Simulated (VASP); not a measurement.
# AlN (P6_3/mmc) in VASP: a series of runs

The runs below take AlN through single point, with LDA.

Program: VASP 6.6.1. These are calculated values, not measurements. Logs are shortened: lines on timing, memory, paths and dates and some standing lists are left out, and cuts for length are marked.

## (1) The cell of the first run

Symmetry: P6_3/mmc, No. 194, hexagonal system. The conventional cell has a = 3.312 Å, b = 3.312 Å, c = 4.062 Å, α = 90.00°, β = 90.00°, γ = 120.00°. Al (site symmetry -6m2) has 5 N at 1.91 to 2.03 Å within 2.5 Å. Within 2.5 Å of N (site symmetry -6m2) lie 5 Al at 1.91 to 2.03 Å.

## (2) Single point, LDA (strain +0.000 along x and y, -0.030 along z)

The input, INCAR:

```
SYSTEM = AlN
  PREC = Accurate
  ENCUT = 600
  EDIFF = 1E-6
  ISMEAR = 0
  SIGMA = 0.05
  LREAL = .FALSE.
  LASPH = .TRUE.
  NELM = 120
  ALGO = Normal
  ISIF = 2
  LWAVE = .FALSE.
  LCHARG = .FALSE.
  GGA = CA
  NBANDS = 16
  GGA_COMPAT = .FALSE.
```

The input, KPOINTS:

```
regular mesh
0
G
  9 9 6
  0 0 0
```

The input, POSCAR:

```
AlN
1.0
    3.3121157418      0.0000000000      0.0000000000
   -1.6560578709      2.8683763727      0.0000000000
    0.0000000000      0.0000000000      4.0619361100
Al N
2 2
Direct
    0.3333333333      0.6666666667      0.7500000000
    0.6666666667      0.3333333333      0.2500000000
    0.3333333333      0.6666666667      0.2500000000
    0.6666666667      0.3333333333      0.7500000000
```

Potentials or basis: VASP PAW LDA potentials, release 64 (Al, N).

The run is started by

```
$ cat potpaw_LDA.64/Al/POTCAR potpaw_LDA.64/N/POTCAR > POTCAR
$ mpirun -np 1 vasp_std > vasp.out
```

OUTCAR:

```text
SYSTEM = AlN
   PREC = Accurate
   ENCUT = 600
   EDIFF = 1E-6
   ISMEAR = 0
   LREAL = .FALSE.
   LASPH = .TRUE.
   NELM = 120
   ISIF = 2
   GGA = CA

 ion  position               nearest neighbor table
   1  0.333  0.667  0.750-   4 1.91   4 1.91   4 1.91   3 2.03   3 2.03   2 2.79   2 2.79   2 2.79
                             2 2.79   2 2.79   2 2.79
   2  0.667  0.333  0.250-   3 1.91   3 1.91   3 1.91   4 2.03   4 2.03   1 2.79   1 2.79   1 2.79
                             1 2.79   1 2.79   1 2.79
   3  0.333  0.667  0.250-   2 1.91   2 1.91   2 1.91   1 2.03   1 2.03
   4  0.667  0.333  0.750-   1 1.91   1 1.91   1 1.91   2 2.03   2 2.03

  LATTYP: Found a hexagonal cell.
 ALAT       =     3.3121157418
 C/A-ratio  =     1.2263871273

  Lattice vectors:

 A1 = (   3.3121157418,   0.0000000000,   0.0000000000)
 A2 = (  -1.6560578709,   2.8683763727,   0.0000000000)
 A3 = (   0.0000000000,   0.0000000000,   4.0619361100)

Analysis of symmetry for initial positions (statically):
=====================================================================
 Subroutine PRICEL returns:
 Original cell was already a primitive cell.

 Routine SETGRP: Setting up the symmetry group for a
 hexagonal supercell.

 Subroutine GETGRP returns: Found 24 space group operations
 (whereof 12 operations were pure point group operations)
 out of a pool of 24 trial point group operations.

The static configuration has the point symmetry D_3d.
 The point group associated with its full space group is D_6h.

Analysis of symmetry for dynamics (positions and initial velocities):
=====================================================================
 Subroutine PRICEL returns:
 Original cell was already a primitive cell.

 Routine SETGRP: Setting up the symmetry group for a
 hexagonal supercell.

 Subroutine GETGRP returns: Found 24 space group operations
 (whereof 12 operations were pure point group operations)
 out of a pool of 24 trial point group operations.

The dynamic configuration has the point symmetry D_3d.
 The point group associated with its full space group is D_6h.

 Subroutine INISYM returns: Found 24 space group operations
 (whereof 12 operations are pure point group operations),
 and found     1 'primitive' translations

----------------------------------------------------------------------------------------

                                     Primitive cell

  volume of cell :      38.5900

  direct lattice vectors                    reciprocal lattice vectors
     3.312115742  0.000000000  0.000000000     0.301921816  0.174314642  0.000000000
    -1.656057871  2.868376373  0.000000000     0.000000000  0.348629284  0.000000000
     0.000000000  0.000000000  4.061936110     0.000000000  0.000000000  0.246188018

  length of vectors
     3.312115742  3.312115742  4.061936110     0.348629284  0.348629284  0.246188018

  position of ions in fractional coordinates (direct lattice)
     0.333333333  0.666666667  0.750000000
     0.666666667  0.333333333  0.250000000
     0.333333333  0.666666667  0.250000000
     0.666666667  0.333333333  0.750000000

  ion indices of the primitive-cell ions
   primitive index   ion index
                 1           1
                 2           2
                 3           3
                 4           4

----------------------------------------------------------------------------------------

 KPOINTS: regular mesh

Automatic generation of k-mesh.
 Grid dimensions read from file:
 generate k-points for:    9    9    6

 Generating k-lattice:

  Cartesian coordinates                     Fractional coordinates (reciprocal lattice)
     0.033546868  0.019368294  0.000000000     0.111111111 -0.000000000  0.000000000
     0.000000000  0.038736587  0.000000000     0.000000000  0.111111111  0.000000000
     0.000000000  0.000000000  0.041031336     0.000000000  0.000000000  0.166666667

  Length of vectors
     0.038736587  0.038736587  0.041031336

  Shift w.r.t. Gamma in fractional coordinates (k-lattice)
     0.000000000  0.000000000  0.000000000

 Subroutine IBZKPT returns following result:
 ===========================================

 Found     48 irreducible k-points:

 Following reciprocal coordinates:
            Coordinates               Weight
  0.000000  0.000000  0.000000      1.000000
  0.111111  0.000000  0.000000      6.000000
  0.222222  0.000000  0.000000      6.000000
  0.333333  0.000000  0.000000      6.000000
  0.444444  0.000000  0.000000      6.000000
  0.111111  0.111111  0.000000      6.000000
[... 16 lines left out ...]
  0.333333  0.222222  0.166667     24.000000
  0.333333  0.333333  0.166667      4.000000
 [... further k-points ...]
   k-points           NKPTS =     48   k-points in BZ     NKDIM =     48   number of bands    NBANDS=     16
   number of dos      NEDOS =    301   number of ions     NIONS =      4
   total plane-waves  NPLWV =  25088
   dimension x,y,z NGX =    28 NGY =   28 NGZ =   32
   dimension x,y,z NGXF=    56 NGYF=   56 NGZF=   64
   ions per type =               2   2
   NGX,Y,Z   is equivalent  to a cutoff of  14.05, 14.05, 13.10 a.u.
   NGXF,Y,Z  is equivalent  to a cutoff of  28.11, 28.11, 26.19 a.u.
 SYSTEM =  AlN
   PREC   = accura    normal or accurate (medium, high low for compatibility)
   ISTART =      0    job   : 0-new  1-cont  2-samecut
   ICHARG =      2    charge: 1-file 2-atom 10-const
   ISPIN  =      1    spin polarized calculation?
   LNONCOLLINEAR =      F non collinear calculations
   LSORBIT =      F    spin-orbit coupling
   LASPH  =      T    aspherical Exc in radial PAW
   ENCUT  =  600.0 eV  44.10 Ry    6.64 a.u.   6.62  6.62  8.11*2*pi/ulx,y,z
   NELM   =    120;   NELMIN=  2; NELMDL= -5     # of ELM steps
   EDIFF  = 0.1E-05   stopping-criterion for ELM
   LREAL  =      F    real-space projection
   EDIFFG = 0.1E-04   stopping-criterion for IOM
   NSW    =      0    number of steps for IOM
   IBRION =     -1    ionic relax: 0-MD 1-quasi-New 2-CG
   NFREE  =      0    steps in history (QN), initial steepest desc. (CG)
   ISIF   =      2    stress and relaxation
   ISYM   =      2    0-nonsym 1-usesym 2-fastsym
   POTIM  = 0.5000    time-step for ionic-motion
   TEBEG  =    0.0;   TEEND  =   0.0 temperature during run
   PSTRESS=    0.0 pullay stress
   NELECT =      16.0000    total number of electrons
   NUPDOWN=      -1.0000    fix difference up-down
   EMIN   =  10.00;   EMAX   =-10.00  energy-range for DOS
   EFERMI =   0.00;   METHOD = LEGACY
   ISMEAR =     0;   SIGMA  =   0.05  broadening in eV -4-tet -1-fermi 0-gaus
   EFERMI_NEDOS =   21; number of points for ismear=-14 and -15
   IALGO  =     38    algorithm
   IMIX   =      4    mixing-type and parameters
     AMIX     =   0.40;   BMIX     =  1.00
     AMIX_MAG =   1.60;   BMIX_MAG =  1.00
  volume/ion in A,a.u.               =       9.65        65.10
  Fermi-wavevector in a.u.,A,eV,Ry     =   1.220740  2.306864 20.275492  1.490207
  Thomas-Fermi vector in A             =   2.355947
   LORBIT       =      0    0 simple, 1 ext, 2 COOP (PROOUT), +10 PAW based schemes
   GGA     = CA    functional components
   LHFCALC =     F    Hartree Fock is set to
   AEXX    =    0.0000 exact exchange contribution
   IVDW    =     0    specifies the selected vdW correction
   LEPSILON=     F    determine dielectric tensor
   LRPA    =     F    only Hartree local field effects (RPA)
 non-spin polarized calculation
 Gauss-broadening in eV      SIGMA  =   0.05
  energy-cutoff  :      600.00
  volume of cell :       38.59
 maximum number of plane-waves:      1318
 NGX is ok and might be reduce to    28
   NGX = 13   NGY = 13   NGZ = 17

 number of electron      16.0000000 magnetization

 Free energy of the ion-electron system (eV)
  ---------------------------------------------------
  ext. energy  EPLUGINS =         0.00000000
  ---------------------------------------------------
  free energy    TOTEN  =       -32.47404293 eV

  energy without entropy =      -32.47404293  energy(sigma->0) =      -32.47404293

 E-fermi :   8.1117     XC(G=0): -11.6174

 val. band max:        7.8948083730   @ k =   0.0000   0.0000   0.0000
 cond. band min:      11.4821811095   @ k =   0.0000   0.0000   0.0000
 fundamental gap:      3.5873727365
 Fermi energy:         8.1116650803

 k-point     1 :       0.0000    0.0000    0.0000
  band No.  band energies     occupation
      1      -8.8596      2.00000
      2      -4.8132      2.00000
      3       0.9981      2.00000
      4       4.5611      2.00000
      5       4.5611      2.00000
      6       6.4157      2.00000
[... 8 lines left out ...]
     15      19.7886      0.00000
     16      19.7886      0.00000

 k-point     2 :       0.1111    0.0000    0.0000
  band No.  band energies     occupation
      1      -8.7155      2.00000
      2      -4.8234      2.00000
      3       1.1475      2.00000
      4       4.0755      2.00000
      5       4.3531      2.00000
      6       5.9465      2.00000
[... 8 lines left out ...]
     15      19.2265      0.00000
     16      19.6646      0.00000

 k-point     3 :       0.2222    0.0000    0.0000
  band No.  band energies     occupation
      1      -8.3009      2.00000
      2      -4.9011      2.00000
      3       1.5831      2.00000
      4       3.0300      2.00000
      5       3.9316      2.00000
      6       5.0887      2.00000
[... 8 lines left out ...]
     15      18.3566      0.00000
     16      20.5938      0.00000
[... 362 lines left out ...]
 k-point    23 :       0.3333    0.2222    0.1667
  band No.  band energies     occupation
      1      -6.6137      2.00000
      2      -5.7359      2.00000
      3       1.3021      2.00000
      4       2.0801      2.00000
      5       2.8988      2.00000
      6       4.7717      2.00000
[... 8 lines left out ...]
     15      19.8301      0.00000
     16      21.4300      0.00000

 k-point    24 :       0.3333    0.3333    0.1667
  band No.  band energies     occupation
      1      -6.1244      2.00000
      2      -6.1244      2.00000
      3       1.2598      2.00000
      4       2.3497      2.00000
      5       2.3497      2.00000
      6       5.1022      2.00000
[... 8 lines left out ...]
     15      19.3257      0.00000
     16      21.3091      0.00000

 [... further k-points ...]

------------------------ aborting loop because EDIFF is reached ----------------------------------------

  FORCE on cell =-STRESS in cart. coord.  units (eV):
  Direction    XX          YY          ZZ          XY          YZ          ZX
  --------------------------------------------------------------------------------------
  -------------------------------------------------------------------------------------
  Total       -1.0021072     -1.0021072      0.1181657      0.0000000      0.0000000     -0.0000000
  in kB      -41.6054302    -41.6054302      4.9059986      0.0000000      0.0000000     -0.0000000
  external PRESSURE =     -26.1016206 kB  Pullay stress =       0.0000000 kB

 VOLUME and BASIS-vectors are now :
 -----------------------------------------------------------------------------
  energy-cutoff  :      600.00
  volume of cell :       38.59
      direct lattice vectors                 reciprocal lattice vectors
     3.312115742  0.000000000  0.000000000     0.301921816  0.174314642  0.000000000
    -1.656057871  2.868376373  0.000000000     0.000000000  0.348629284  0.000000000
     0.000000000  0.000000000  4.061936110     0.000000000  0.000000000  0.246188018

 POSITION                                       TOTAL-FORCE (eV/Angst)
 -----------------------------------------------------------------------------------
     -0.00000      1.91225      3.04645        -0.000000     -0.000000      0.000000
      1.65606      0.95613      1.01548         0.000000      0.000000      0.000000
     -0.00000      1.91225      1.01548        -0.000000      0.000000      0.000000
      1.65606      0.95613      3.04645         0.000000     -0.000000      0.000000
 -----------------------------------------------------------------------------------
    total drift:                               -0.000000      0.000000      0.000000

  FREE ENERGIE OF THE ION-ELECTRON SYSTEM (eV)
  ---------------------------------------------------
  free  energy   TOTEN  =       -32.4740429300 eV

  energy  without entropy=      -32.4740429300  energy(sigma->0) =      -32.47404293
```

Wall time 45 s (1 thread of AMD EPYC 7R13 (Zen 3), shared host); peak memory 0.12 GiB.

What came out:

| Item | Value |
| --- | --- |
| Free energy | -32.4740 eV |
| Pressure | -2.6 GPa |
| Band gap on the k mesh | 3.59 eV, direct |

Caveat: the cell differs from its parent crystal (strain +0.000 along x and y, -0.030 along z). A k mesh can miss the band edges.

## (3) Single point, LDA (strain -0.015 along x and y, +0.000 along z)

INCAR, as its differences from that of step 2:

```diff
@@ -12,4 +12,5 @@
   LWAVE = .FALSE.
-  LCHARG = .FALSE.
-  GGA = CA
+  LCHARG = .TRUE.
+  LELF = .TRUE.
+  LVHAR = .TRUE.
   NBANDS = 16
```

KPOINTS is that of step 2.

The input, POSCAR:

```
AlN
1.0
    3.2624340057      0.0000000000      0.0000000000
   -1.6312170028      2.8253507271      0.0000000000
    0.0000000000      0.0000000000      4.1875630000
Al N
2 2
Direct
    0.3333333333      0.6666666667      0.7500000000
    0.6666666667      0.3333333333      0.2500000000
    0.3333333333      0.6666666667      0.2500000000
    0.6666666667      0.3333333333      0.7500000000
```

Potentials or basis: VASP PAW LDA potentials, release 64 (Al, N).

The run is started by

```
$ cat potpaw_LDA.64/Al/POTCAR potpaw_LDA.64/N/POTCAR > POTCAR
$ mpirun -np 1 vasp_std > vasp.out
```

OUTCAR:

```text
SYSTEM = AlN
   PREC = Accurate
   ENCUT = 600
   EDIFF = 1E-6
   ISMEAR = 0
   LREAL = .FALSE.
   LASPH = .TRUE.
   NELM = 120
   ISIF = 2

 ion  position               nearest neighbor table
   1  0.333  0.667  0.750-   4 1.88   4 1.88   4 1.88   3 2.09   3 2.09   2 2.82   2 2.82   2 2.82
                             2 2.82   2 2.82   2 2.82
   2  0.667  0.333  0.250-   3 1.88   3 1.88   3 1.88   4 2.09   4 2.09   1 2.82   1 2.82   1 2.82
                             1 2.82   1 2.82   1 2.82
   3  0.333  0.667  0.250-   2 1.88   2 1.88   2 1.88   1 2.09   1 2.09
   4  0.667  0.333  0.750-   1 1.88   1 1.88   1 1.88   2 2.09   2 2.09

[... 661 lines left out ...]
  -------------------------------------------------------------------------------------
  Total        0.0282556      0.0282556     -1.1607193      0.0000000      0.0000000     -0.0000000
  in kB        1.1728405      1.1728405    -48.1795064      0.0000000      0.0000000     -0.0000000
  external PRESSURE =     -15.2779418 kB  Pullay stress =       0.0000000 kB

 VOLUME and BASIS-vectors are now :
 -----------------------------------------------------------------------------
  energy-cutoff  :      600.00
  volume of cell :       38.60
      direct lattice vectors                 reciprocal lattice vectors
     3.262434006  0.000000000  0.000000000     0.306519610  0.176969180  0.000000000
    -1.631217003  2.825350727  0.000000000     0.000000000  0.353938359  0.000000000
     0.000000000  0.000000000  4.187563000     0.000000000  0.000000000  0.238802377

 POSITION                                       TOTAL-FORCE (eV/Angst)
 -----------------------------------------------------------------------------------
     -0.00000      1.88357      3.14067         0.000000      0.000000      0.000000
      1.63122      0.94178      1.04689        -0.000000      0.000000      0.000000
     -0.00000      1.88357      1.04689        -0.000000     -0.000000      0.000000
      1.63122      0.94178      3.14067         0.000000      0.000000      0.000000
 -----------------------------------------------------------------------------------
    total drift:                               -0.000000     -0.000000     -0.000000

  FREE ENERGIE OF THE ION-ELECTRON SYSTEM (eV)
  ---------------------------------------------------
  free  energy   TOTEN  =       -32.4723138750 eV

  energy  without entropy=      -32.4723138750  energy(sigma->0) =      -32.47231388
```

OSZICAR:

```text
N       E                     dE             d eps       ncg     rms          rms(c)
DAV:   1     0.432513089134E+02    0.43251E+02   -0.80181E+03  1536   0.101E+03
DAV:   2    -0.340070039034E+02   -0.77258E+02   -0.69903E+02  2200   0.191E+02
DAV:   3    -0.373563077171E+02   -0.33493E+01   -0.33341E+01  1960   0.392E+01
DAV:   4    -0.373734919883E+02   -0.17184E-01   -0.17183E-01  1816   0.339E+00
DAV:   5    -0.373736612293E+02   -0.16924E-03   -0.16924E-03  1864   0.326E-01    0.120E+01
DAV:   6    -0.325999481347E+02    0.47737E+01   -0.98588E+00  1688   0.232E+01    0.408E+00
DAV:   7    -0.325339876114E+02    0.65961E-01   -0.54340E-01  1976   0.499E+00    0.275E+00
DAV:   8    -0.324756798952E+02    0.58308E-01   -0.88992E-02  1592   0.245E+00    0.505E-01
DAV:   9    -0.324722050464E+02    0.34748E-02   -0.91758E-03  1816   0.725E-01    0.236E-01
DAV:  10    -0.324723859309E+02   -0.18088E-03   -0.73564E-04  1768   0.188E-01    0.161E-01
DAV:  11    -0.324723146317E+02    0.71299E-04   -0.10357E-04  1736   0.779E-02    0.284E-02
DAV:  12    -0.324723138750E+02    0.75668E-06   -0.16413E-06  1568   0.995E-03
   1 F= -.32472314E+02 E0= -.32472314E+02  d E =-.116676E-13
```

stdout:

```text
POSCAR found type information on POSCAR AlN
 POSCAR found :  2 types and       4 ions
 scaLAPACK will be used
 LDA part: xc-table for (Slater(with rela. corr.)+CA(PZ))
 , standard interpolation
 POSCAR, INCAR and KPOINTS ok, starting setup
 FFT: planning ... GRIDC
 FFT: planning ... GRID_SOFT
 FFT: planning ... GRID
 WAVECAR not read
 entering main loop
```

Wall time 36 s (1 thread of AMD EPYC 7R13 (Zen 3), shared host); peak memory 0.13 GiB.

Results:

```yaml
Free_energy: -32.4723 eV
Pressure: -1.5 GPa
Band_gap_on_the_k_mesh: 3.48 eV, direct
```

Stress tensor (GPa, compression positive):
```
 0.12  0.00  0.00
 0.00  0.12  0.00
 0.00  0.00 -4.82
```

Levels at points of the mesh, in eV from the valence-band top:
| k point | band 5 | band 6 | band 7 | band 8 | band 9 | band 10 | band 11 | band 12 |
| --- | --- | --- | --- | --- | --- | --- | --- | --- |
| (0.00, 0.00, 0.00) | -3.37 | -1.75 | -1.75 | 0.00 | 3.48 | 4.51 | 8.24 | 8.24 |
| (0.00, 0.00, 0.50) | -2.60 | -2.60 | -2.60 | -2.60 | 5.73 | 5.73 | 8.44 | 8.44 |

Caveat: the cell differs from its parent crystal (strain -0.015 along x and y, +0.000 along z).

(Part 1 of 2 ends here.)
